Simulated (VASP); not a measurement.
Set up this calculation in VASP 6.6.1, as the native input.

- Task: single point
- Functional: PBE
- Potentials or basis: VASP PAW PBE potentials, release 64 (Hf_pv, O)
- Cutoff: 520 eV
- k mesh: 8 × 8 × 11
- Occupations: fermi-dirac, width 0.05 eV
- Spin: no spin polarisation
- Dipole correction: no
- Further INCAR settings: ALGO = Normal; EDIFF = 1e-06; NBANDS = 31

The structure of HfO2 (rutile type) lies in POSCAR:

```
HfO2
1.0
    4.1370381134      0.0000000000      0.0000000000
    0.0000000000      4.1370381134      0.0000000000
    0.0000000000      0.0000000000      3.0406923655
Hf O
2 4
Direct
    0.0000000000      0.0000000000      0.0000000000
    0.5000000000      0.5000000000      0.5000000000
    0.3099669537      0.3099669537      0.0000000000
    0.6900330463      0.6900330463      0.0000000000
    0.8099669537      0.1900330463      0.5000000000
    0.1900330463      0.8099669537      0.5000000000
```

These files were run (other wordings do the same):

INCAR

```
SYSTEM = HfO2
PREC = Accurate
ENCUT = 520
EDIFF = 1E-6
ISMEAR = -1
SIGMA = 0.05
LREAL = .False.
LASPH = .True.
NELM = 80
ALGO = Normal
ISIF = 2
LWAVE = .False.
LCHARG = .True.
GGA = PE
LELF = .True.
LVHAR = .True.
NBANDS = 31
```

KPOINTS

```
regular mesh
0
Gamma
  8 8 11
  0 0 0
```

Potentials or basis: VASP PAW PBE potentials, release 64 (Hf_pv, O).

Launch:

```sh
$ cat potpaw_PBE.64/Hf_pv/POTCAR potpaw_PBE.64/O/POTCAR > POTCAR
$ mpirun -np 1 vasp_std > vasp.out
```

It gave:

- Pressure: 175.9 GPa
- Largest force: 0.073 eV/Å
- Band gap on the k mesh: 4.42 eV, direct

Caveat: spin-orbit coupling is left out, which moves the levels of the heavy elements.

Wall time 46 s on 1 thread of Intel(R) Xeon(R) 6975P-C (Granite Rapids), with other jobs on the host, peak memory 0.24 GiB.
